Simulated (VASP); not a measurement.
Al:

```
Al
1.0
     1.94679   -3.26504    0.00000
     1.94679    3.26504    0.00000
     0.00000    0.00000    3.00135
Al
2
Direct
  0.34802 0.65198 0.25000
  0.65198 0.34802 0.75000
```

```yaml
Program: VASP 6.6.1
Task: relaxation of cell and atoms
Functional: PBE
Potentials_or_basis: VASP PAW PBE potentials, release 64 (Al)
Cutoff: 600 eV
k_mesh: 6 × 6 × 6
Occupations: gaussian, width 0.1 eV
Spin: no spin polarisation
```

At the start: pressure 5.8 GPa; volume 19.08 Å³/atom.

Task: How do energy, volume and symmetry change on relaxing?

Result: Over 4 steps the energy falls by 112.7 meV/atom and the volume is 20.48 Å³/atom (+7.3 %); space group Cmcm (No. 63, to 0.05 Å).

Step by step:
```tsv
step	energy change (eV)	largest force (eV/Å)	pressure (GPa)	volume (Å³)
1	0.0000	1.5705	5.78	38.16
2	-0.2152	0.0729	-1.47	42.00
3	-0.2166	0.0324	-1.04	41.64
4	-0.2254	0.0214	0.07	40.96
```

Final structure:
```xyz
2
Lattice="1.9498 -3.5319 0.0000 1.9498 3.5319 0.0000 0.0000 0.0000 2.9738" Properties=species:S:1:pos:R:3 pbc="T T T"
Al    1.9498    1.1521    0.7434
Al    1.9498   -1.1521    2.2303
```
